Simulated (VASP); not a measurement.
# BN (e600) (P6_3mc) in VASP: further runs, part 2 of 2

VASP 6.6.1. Earlier steps stand in the parts before.

## 4. Single point, PBEsol

File INCAR:

```
SYSTEM = BN
PREC     = Accurate       ! precision mode
ENCUT    = 520            ! plane-wave cutoff, eV
EDIFF    = 1E-6           ! SCF threshold, eV
ISMEAR   = 0              ! smearing method
SIGMA    = 0.01           ! smearing width, eV
LREAL    = .False.        ! projectors in reciprocal space
LASPH    = .True.         ! aspherical terms in the spheres
NELM     = 80             ! most SCF steps
ALGO     = Normal         ! electronic algorithm
ISIF     = 2              ! what is computed and relaxed
LWAVE    = .False.        ! write WAVECAR
LCHARG   = .False.        ! write CHGCAR
GGA      = PS             ! functional
NBANDS   = 16             ! bands
```

File KPOINTS:

```
Automatic mesh
0
Gamma
  9 9 6
  0 0 0
```

File POSCAR:

```
BN
1.0
    2.5024521521      0.0000000000      0.0000000000
   -1.2512260760      2.1671871355      0.0000000000
    0.0000000000      0.0000000000      4.2101764159
B N
2 2
Direct
    0.3333333333      0.6666666667      0.0000751913
    0.6666666667      0.3333333333      0.5000751913
    0.3333333333      0.6666666667      0.3739248087
    0.6666666667      0.3333333333      0.8739248087
```

Potentials or basis: VASP PAW PBE potentials, release 64 (B, N).

On the command line:

```bash
$ cat potpaw_PBE.64/B/POTCAR potpaw_PBE.64/N/POTCAR > POTCAR
$ mpirun -np 1 vasp_std > vasp.out
```

OUTCAR:

```text
SYSTEM = BN
   PREC = Accurate
   ENCUT = 520
   EDIFF = 1E-6
   ISMEAR = 0
   LREAL = .False.
   LASPH = .True.
   NELM = 80
   ISIF = 2
   GGA = PS

 ion  position               nearest neighbor table
   1  0.333  0.667  0.000-   4 1.54   4 1.54   4 1.54   3 1.57
   2  0.667  0.333  0.500-   3 1.54   3 1.54   3 1.54   4 1.57
   3  0.333  0.667  0.374-   2 1.54   2 1.54   2 1.54   1 1.57
   4  0.667  0.333  0.874-   1 1.54   1 1.54   1 1.54   2 1.57

  LATTYP: Found a hexagonal cell.
 ALAT       =     2.5024521521
 C/A-ratio  =     1.6824203461

  Lattice vectors:

 A1 = (   2.5024521521,   0.0000000000,   0.0000000000)
 A2 = (  -1.2512260760,   2.1671871355,   0.0000000000)
 A3 = (   0.0000000000,   0.0000000000,   4.2101764159)

Analysis of symmetry for initial positions (statically):
=====================================================================
 Subroutine PRICEL returns:
 Original cell was already a primitive cell.

 Routine SETGRP: Setting up the symmetry group for a
 hexagonal supercell.

 Subroutine GETGRP returns: Found 12 space group operations
 (whereof  6 operations were pure point group operations)
 out of a pool of 24 trial point group operations.

The static configuration has the point symmetry C_3v.
 The point group associated with its full space group is C_6v.

Analysis of symmetry for dynamics (positions and initial velocities):
=====================================================================
 Subroutine PRICEL returns:
 Original cell was already a primitive cell.

 Routine SETGRP: Setting up the symmetry group for a
 hexagonal supercell.

 Subroutine GETGRP returns: Found 12 space group operations
 (whereof  6 operations were pure point group operations)
 out of a pool of 24 trial point group operations.

The dynamic configuration has the point symmetry C_3v.
 The point group associated with its full space group is C_6v.

[... 117 lines left out ...]
   ISMEAR =     0;   SIGMA  =   0.01  broadening in eV -4-tet -1-fermi 0-gaus
   EFERMI_NEDOS =   21; number of points for ismear=-14 and -15
   IALGO  =     38    algorithm
   IMIX   =      4    mixing-type and parameters
     AMIX     =   0.40;   BMIX     =  1.00
     AMIX_MAG =   1.60;   BMIX_MAG =  1.00
  volume/ion in A,a.u.               =       5.71        38.52
  Fermi-wavevector in a.u.,A,eV,Ry     =   1.454099  2.747849 28.768214  2.114404
  Thomas-Fermi vector in A             =   2.571289
   LORBIT       =      0    0 simple, 1 ext, 2 COOP (PROOUT), +10 PAW based schemes
   GGA     = PS    functional components
   LHFCALC =     F    Hartree Fock is set to
   AEXX    =    0.0000 exact exchange contribution
   IVDW    =     0    specifies the selected vdW correction
   LEPSILON=     F    determine dielectric tensor
   LRPA    =     F    only Hartree local field effects (RPA)
 non-spin polarized calculation
 Gauss-broadening in eV      SIGMA  =   0.01
  energy-cutoff  :      520.00
  volume of cell :       22.83
 maximum number of plane-waves:       628
 NGX is ok and might be reduce to    20
   NGX =  9   NGY =  9   NGZ = 15

 number of electron      15.9999997 magnetization

 Free energy of the ion-electron system (eV)
  ---------------------------------------------------
  ext. energy  EPLUGINS =         0.00000000
  ---------------------------------------------------
  free energy    TOTEN  =       -36.58367645 eV

  energy without entropy =      -36.58367645  energy(sigma->0) =      -36.58367645

 E-fermi :   8.0381     XC(G=0): -13.1760

 val. band max:        7.9900086074   @ k =   0.0000   0.0000   0.0000
 cond. band min:      12.7794949352   @ k =   0.3333   0.3333   0.0000
 fundamental gap:      4.7894863277
 Fermi energy:         8.0380818461

 k-point     1 :       0.0000    0.0000    0.0000
  band No.  band energies     occupation
      1     -12.8783      2.00000
      2      -8.6673      2.00000
      3      -3.4343      2.00000
      4       5.8987      2.00000
      5       5.8987      2.00000
      6       7.5828      2.00000
[... 433 lines left out ...]
      3      -1.5230      2.00000
      4      -0.0774      2.00000
      5      -0.0774      2.00000
      6       1.7152      2.00000
[... 8 lines left out ...]
     15      24.4449      0.00000
     16      24.4449      0.00000

 [... further k-points ...]
[... 5 lines left out ...]
  --------------------------------------------------------------------------------------
  -------------------------------------------------------------------------------------
  Total        2.6199777      2.6199777      0.1102919      0.0000000      0.0000000      0.0000000
  in kB      183.8424053    183.8424053      7.7391248      0.0000000      0.0000000      0.0000000
  external PRESSURE =     125.1413118 kB  Pullay stress =       0.0000000 kB

 VOLUME and BASIS-vectors are now :
 -----------------------------------------------------------------------------
  energy-cutoff  :      520.00
  volume of cell :       22.83
      direct lattice vectors                 reciprocal lattice vectors
     2.502452152  0.000000000  0.000000000     0.399608040  0.230713810  0.000000000
    -1.251226076  2.167187135  0.000000000     0.000000000  0.461427619  0.000000000
     0.000000000  0.000000000  4.210176416     0.000000000  0.000000000  0.237519738

 POSITION                                       TOTAL-FORCE (eV/Angst)
 -----------------------------------------------------------------------------------
     -0.00000      1.44479      0.00032        -0.000000      0.000000      0.009985
      1.25123      0.72240      2.10540         0.000000      0.000000      0.009985
     -0.00000      1.44479      1.57429        -0.000000      0.000000     -0.009985
      1.25123      0.72240      3.67938         0.000000      0.000000     -0.009985
 -----------------------------------------------------------------------------------
    total drift:                               -0.000000      0.000000     -0.000771

  FREE ENERGIE OF THE ION-ELECTRON SYSTEM (eV)
  ---------------------------------------------------
  free  energy   TOTEN  =       -36.5836764522 eV

  energy  without entropy=      -36.5836764522  energy(sigma->0) =      -36.58367645
```

OSZICAR:

```text
N       E                     dE             d eps       ncg     rms          rms(c)
DAV:   1     0.361719781502E+02    0.36172E+02   -0.83849E+03  1544   0.979E+02
DAV:   2    -0.363463090080E+02   -0.72518E+02   -0.68439E+02  2184   0.230E+02
DAV:   3    -0.385962664917E+02   -0.22500E+01   -0.22432E+01  1800   0.363E+01
DAV:   4    -0.386014500603E+02   -0.51836E-02   -0.51832E-02  1808   0.198E+00
DAV:   5    -0.386014632160E+02   -0.13156E-04   -0.13156E-04  1784   0.922E-02    0.957E+00
DAV:   6    -0.368104810306E+02    0.17910E+01   -0.20647E+00  1904   0.130E+01    0.467E+00
DAV:   7    -0.366264215983E+02    0.18406E+00   -0.32027E-01  1976   0.451E+00    0.274E+00
DAV:   8    -0.365847630410E+02    0.41659E-01   -0.51681E-02  1880   0.179E+00    0.248E-01
DAV:   9    -0.365836059171E+02    0.11571E-02   -0.20900E-03  1728   0.514E-01    0.136E-01
DAV:  10    -0.365836754725E+02   -0.69555E-04   -0.25025E-04  1880   0.130E-01    0.204E-02
DAV:  11    -0.365836757941E+02   -0.32160E-06   -0.19547E-05  1936   0.407E-02    0.117E-02
DAV:  12    -0.365836764522E+02   -0.65810E-06   -0.24206E-06  1616   0.159E-02
   1 F= -.36583676E+02 E0= -.36583676E+02  d E =-.213302E-14
```

stdout:

```text
POSCAR found type information on POSCAR B N
 POSCAR found :  2 types and       4 ions
 scaLAPACK will be used
 -----------------------------------------------------------------------------
|                                                                             |
|                                                                             |
|     You enforced a specific xc type in the INCAR file but a different       |
|     I HOPE YOU KNOW WHAT YOU ARE DOING!                                     |
|                                                                             |
 -----------------------------------------------------------------------------

 LDA part: xc-table for (Slater+PW92), standard interpolation
 POSCAR, INCAR and KPOINTS ok, starting setup
 FFT: planning ... GRIDC
 FFT: planning ... GRID_SOFT
 FFT: planning ... GRID
 WAVECAR not read
 entering main loop
```

Wall time 15 s (1 thread of Intel Xeon Platinum 8259CL at 2.50GHz (Skylake/Cascade Lake), shared host); peak memory 0.13 GiB.

Results:

| Item | Value |
| --- | --- |
| Free energy | -36.5837 eV |
| Pressure | 12.5 GPa |
| Largest force | 0.010 eV/Å |
| Band gap on the k mesh | 4.79 eV, indirect (least direct gap 8.18 eV) |

Forces on the atoms (eV/Å):
```
B    0.000  0.000  0.010
B    0.000  0.000  0.010
N    0.000  0.000 -0.010
N    0.000  0.000 -0.010
```

Stress tensor (GPa, compression positive):
```
18.38  0.00  0.00
 0.00 18.38  0.00
 0.00  0.00  0.77
```

Levels at points of the mesh, in eV from the valence-band top:
```csv
k point,band 4,band 5,band 6,band 7,band 8,band 9,band 10,band 11,band 12,band 13
"(0.00, 0.00, 0.00)",-2.09,-2.09,-0.41,0.00,0.00,8.18,8.58,8.58,10.23,11.39
"(0.00, 0.00, 0.50)",-6.10,-1.16,-1.16,-1.16,-1.16,9.94,9.94,10.14,10.14,10.14
```

Caveat: the PAW data sets were made with another functional, which shifts forces and pressure a little. A k mesh can miss the band edges.

## 5. Relaxation of the atoms, PBEsol (strained cell)

File INCAR:

```
SYSTEM = BN
ALGO = Normal
EDIFF = 1E-6
EDIFFG = -0.002
ENCUT = 520
GGA = PS
IBRION = 2
ISIF = 2
ISMEAR = 0
LASPH = .TRUE.
LCHARG = .FALSE.
LREAL = .FALSE.
LWAVE = .FALSE.
NELM = 100
NSW = 60
PREC = Accurate
SIGMA = 0.02
```

File KPOINTS:

```
k-points
0
G
  9 9 6
  0 0 0
```

File POSCAR:

```
BN
1.0
    2.5024521521      0.0000000000      0.0000000000
   -1.2512260760      2.1671871355      0.0000000000
    0.0000000000      0.0000000000      4.1143985815
B N
2 2
Direct
    0.3333333333      0.6666666667      0.0000531610
    0.6666666667      0.3333333333      0.5000531610
    0.3333333333      0.6666666667      0.3739468390
    0.6666666667      0.3333333333      0.8739468390
```

Potentials or basis: VASP PAW PBE potentials, release 64 (B, N).

On the command line:

```bash
$ cat potpaw_PBE.64/B/POTCAR potpaw_PBE.64/N/POTCAR > POTCAR
$ mpirun -np 1 vasp_std > vasp.out
```

OUTCAR:

```text
SYSTEM = BN
   EDIFF = 1E-6
   EDIFFG = -0.002
   ENCUT = 520
   GGA = PS
   IBRION = 2
   ISIF = 2
   ISMEAR = 0
   LASPH = .TRUE.
   LREAL = .FALSE.
   NELM = 100
   NSW = 60
   PREC = Accurate

 ion  position               nearest neighbor table
   1  0.333  0.667  0.000-   4 1.54   4 1.54   4 1.54   3 1.54
   2  0.667  0.333  0.500-   3 1.54   3 1.54   3 1.54   4 1.54
   3  0.333  0.667  0.374-   2 1.54   2 1.54   2 1.54   1 1.54
   4  0.667  0.333  0.874-   1 1.54   1 1.54   1 1.54   2 1.54

  LATTYP: Found a hexagonal cell.
 ALAT       =     2.5024521521
 C/A-ratio  =     1.6441467534

  Lattice vectors:

 A1 = (   2.5024521521,   0.0000000000,   0.0000000000)
 A2 = (  -1.2512260760,   2.1671871355,   0.0000000000)
 A3 = (   0.0000000000,   0.0000000000,   4.1143985815)

Analysis of symmetry for initial positions (statically):
=====================================================================
 Subroutine PRICEL returns:
 Original cell was already a primitive cell.

 Routine SETGRP: Setting up the symmetry group for a
 hexagonal supercell.

 Subroutine GETGRP returns: Found 12 space group operations
 (whereof  6 operations were pure point group operations)
 out of a pool of 24 trial point group operations.

The static configuration has the point symmetry C_3v.
 The point group associated with its full space group is C_6v.

[... 176 lines left out ...]
  in kB      204.0824180    204.0824180    278.7704750      0.0000000      0.0000000      0.0000000
  external PRESSURE =     228.9784370 kB  Pullay stress =       0.0000000 kB
[... 63 lines left out ...]
--------------------------------------- Ionic step        3  -------------------------------------------

 number of electron      15.9999999 magnetization

 Free energy of the ion-electron system (eV)
  ---------------------------------------------------
  ext. energy  EPLUGINS =         0.00000000
  ---------------------------------------------------
  free energy    TOTEN  =       -36.53756279 eV

  energy without entropy =      -36.53756279  energy(sigma->0) =      -36.53756279

 E-fermi :   8.3961     XC(G=0): -13.2876

 val. band max:        8.2541815828   @ k =   0.0000   0.0000   0.0000
 cond. band min:      13.1233757731   @ k =   0.3333   0.3333   0.0000
 fundamental gap:      4.8691941904
 Fermi energy:         8.3960850281

 k-point     1 :       0.0000    0.0000    0.0000
  band No.  band energies     occupation
      1     -12.8558      2.00000
      2      -8.3219      2.00000
      3      -3.3023      2.00000
      4       5.9412      2.00000
      5       5.9412      2.00000
      6       7.9683      2.00000
      7       8.2542      2.00000
      8       8.2542      2.00000
      9      16.7300      0.00000
     10      16.7300      0.00000
     11      17.3129      0.00000
     12      18.3179      0.00000
[... 331 lines left out ...]
 k-point    24 :       0.3333    0.3333    0.1667
  band No.  band energies     occupation
      1      -7.1236      2.00000
      2      -7.1236      2.00000
      3      -1.4859      2.00000
      4       0.0952      2.00000
      5       0.0952      2.00000
      6       2.0197      2.00000
      7       3.3453      2.00000
      8       3.3453      2.00000
      9      13.9311      0.00000
     10      20.7854      0.00000
     11      20.7854      0.00000
     12      22.0666      0.00000

 [... further k-points ...]
[... 5 lines left out ...]
  --------------------------------------------------------------------------------------
  -------------------------------------------------------------------------------------
  Total        2.8546627      2.8546627      3.8635665      0.0000000      0.0000000      0.0000000
  in kB      204.9730768    204.9730768    277.4153011      0.0000000      0.0000000      0.0000000
  external PRESSURE =     229.1204849 kB  Pullay stress =       0.0000000 kB
[... 19 lines left out ...]
  FREE ENERGIE OF THE ION-ELECTRON SYSTEM (eV)
  ---------------------------------------------------
  free  energy   TOTEN  =       -36.5375627873 eV

  energy  without entropy=      -36.5375627873  energy(sigma->0) =      -36.53756279

 reached required accuracy - stopping structural energy minimisation
```

OSZICAR:

```text
N       E                     dE             d eps       ncg     rms          rms(c)
DAV:   1     0.484502671118E+02    0.48450E+02   -0.88856E+03  1152   0.131E+03
DAV:   2    -0.362635826527E+02   -0.84714E+02   -0.79913E+02  1636   0.278E+02
DAV:   3    -0.386220744843E+02   -0.23585E+01   -0.23486E+01  1536   0.461E+01
[... 17 lines left out ...]
       N       E                     dE             d eps       ncg     rms          rms(c)
DAV:   1    -0.365375514653E+02   -0.27217E-03   -0.25986E-02  1332   0.156E+00    0.362E-02
DAV:   2    -0.365375729561E+02   -0.21491E-04   -0.37537E-04  1412   0.196E-01    0.219E-02
DAV:   3    -0.365375630333E+02    0.99228E-05   -0.12620E-05  1480   0.409E-02    0.679E-03
DAV:   4    -0.365375627873E+02    0.24608E-06   -0.47241E-06  1324   0.204E-02
   3 F= -.36537563E+02 E0= -.36537563E+02  d E =-.101975E-03
```

CONTCAR:

```text
BN
   1.00000000000000
     2.5024521521000000    0.0000000000000000    0.0000000000000000
    -1.2512260760000000    2.1671871354999999    0.0000000000000000
     0.0000000000000000    0.0000000000000000    4.1143985814999997
  B               N
     2     2
Direct
     0.3333333332999970    0.6666666667000030    0.9998194037761288
     0.6666666667000030    0.3333333332999970    0.4998194037761287
     0.3333333332999970    0.6666666667000030    0.3741805962238665
     0.6666666667000030    0.3333333332999970    0.8741805962238665

  0.00000000E+00  0.00000000E+00  0.00000000E+00
  0.00000000E+00  0.00000000E+00  0.00000000E+00
  0.00000000E+00  0.00000000E+00  0.00000000E+00
  0.00000000E+00  0.00000000E+00  0.00000000E+00
```

Wall time 25 s (1 thread of Intel Xeon Platinum 8259CL at 2.50GHz (Skylake/Cascade Lake), shared host); peak memory 0.13 GiB.

What came out:

| Property | Result |
| --- | --- |
| Free energy | -36.5376 eV |
| Energy gained by relaxing | 0.0 meV/atom |
| Ionic steps | 3 |
| Pressure after relaxing | 22.9 GPa |
| Band gap on the k mesh | 4.87 eV, indirect (least direct gap 8.42 eV) |

Step by step:
```csv
step,energy change (eV),largest force (eV/Å),pressure (GPa)
1,0.0000,0.0531,22.90
2,0.0002,0.0884,22.93
3,-0.0001,0.0008,22.91
```

Final structure:
```
B N
1.0
     2.50245    0.00000    0.00000
    -1.25123    2.16719    0.00000
     0.00000    0.00000    4.11440
B N
2 2
Direct
  0.33333 0.66667 0.99982
  0.66667 0.33333 0.49982
  0.33333 0.66667 0.37418
  0.66667 0.33333 0.87418
```

Caveat: the cell differs from its parent crystal (strained cell); the PAW data sets were made with another functional, which shifts forces and pressure a little.

## 6. Relaxation of the atoms, PBEsol (strained cell)

File INCAR:

```
PREC = Accurate ; ENCUT = 520
EDIFF = 1E-6 ; ISMEAR = 0
SIGMA = 0.02 ; LREAL = False
LASPH = True ; NELM = 80
ALGO = Normal ; ISIF = 2
LWAVE = False ; LCHARG = False
GGA = PS ; IBRION = 2
NSW = 60 ; EDIFFG = -0.002
```

File KPOINTS:

```
regular mesh
0
Gamma
  9 9 6
```

File POSCAR:

```
BN
1.0
    2.5024521521      0.0000000000      0.0000000000
   -1.2512260760      2.1671871355      0.0000000000
    0.0000000000      0.0000000000      4.2125437422
B N
2 2
Direct
    0.3333333333      0.6666666667     -0.0001870908
    0.6666666667      0.3333333333      0.4998129092
    0.3333333333      0.6666666667      0.3741870908
    0.6666666667      0.3333333333      0.8741870908
```

Potentials or basis: VASP PAW PBE potentials, release 64 (B, N).

On the command line:

```bash
$ cat potpaw_PBE.64/B/POTCAR potpaw_PBE.64/N/POTCAR > POTCAR
$ mpirun -np 1 vasp_std > vasp.out
```

Run time: 21 s. Hardware: 1 thread of Intel Xeon Platinum 8259CL at 2.50GHz (Skylake/Cascade Lake), shared host; peak memory 0.14 GiB.

Results (log left out):

```
Free energy               : -36.5837 eV
Energy gained by relaxing : 0.0 meV/atom
Ionic steps               : 3
Pressure after relaxing   : 12.3 GPa
Band gap on the k mesh    : 4.78 eV, indirect (least direct gap 8.16 eV)
```

Stress tensor (GPa, compression positive):
```
18.33  0.00  0.00
 0.00 18.33  0.00
 0.00  0.00  0.15
```

The path:
```csv
step,energy change (eV),largest force (eV/Å),pressure (GPa)
1,0.0000,0.0635,12.33
2,0.0001,0.0861,12.19
3,-0.0002,0.0016,12.27
```

Final structure:
```
B N
1.0
     2.50245    0.00000    0.00000
    -1.25123    2.16719    0.00000
     0.00000    0.00000    4.21254
B N
2 2
Direct
  0.33333 0.66667 0.00012
  0.66667 0.33333 0.50012
  0.33333 0.66667 0.37388
  0.66667 0.33333 0.87388
```

Levels at points of the mesh, in eV from the valence-band top:
```
           k point  band 4  band 5  band 6  band 7  band 8  band 9  band 10  band 11  band 12
(0.00, 0.00, 0.00)   -2.09   -2.09   -0.42    0.00    0.00    8.16     8.58     8.58    10.23
(0.00, 0.00, 0.50)   -6.11   -1.15   -1.15   -1.15   -1.15    9.94     9.94    10.14    10.14
```

Caveat: the cell differs from its parent crystal (strained cell); the PAW data sets were made with another functional, which shifts forces and pressure a little. A k mesh can miss the band edges.

## 7. The runs side by side

| task | cell | smearing | gap on the mesh (eV) | pressure (GPa) | largest force (eV/Å) |
| --- | --- | --- | --- | --- | --- |
| single point | a = 2.502, b = 2.502, c = 4.210 Å, angles 90.0, 90.0, 120.0°, 4 atoms | gaussian 0.02 eV | 4.79 | 12.5 | 0.01 |
| single point | a = 2.502, b = 2.502, c = 4.210 Å, angles 90.0, 90.0, 120.0°, 4 atoms | gaussian 0.01 eV | 4.79 | 12.5 | 0.01 |
| relaxation of the atoms | atoms relaxed from a = 2.502, b = 2.502, c = 4.114 Å, angles 90.0, 90.0, 120.0°, 4 atoms | gaussian 0.02 eV | 4.87 | 22.9 | - |
| relaxation of the atoms | atoms relaxed from a = 2.502, b = 2.502, c = 4.213 Å, angles 90.0, 90.0, 120.0°, 4 atoms | gaussian 0.02 eV | 4.78 | 12.3 | - |

Alike in all rows: level PBEsol; potentials or basis VASP PAW PBE potentials, release 64 (B, N); no spin polarisation; k mesh 9 × 9 × 6; cutoff (eV) 520.

Caveats: the PAW data sets were made with another functional, which shifts forces and pressure a little.

Total energies depend on the potentials used, so only differences within one code and one set of settings carry meaning.
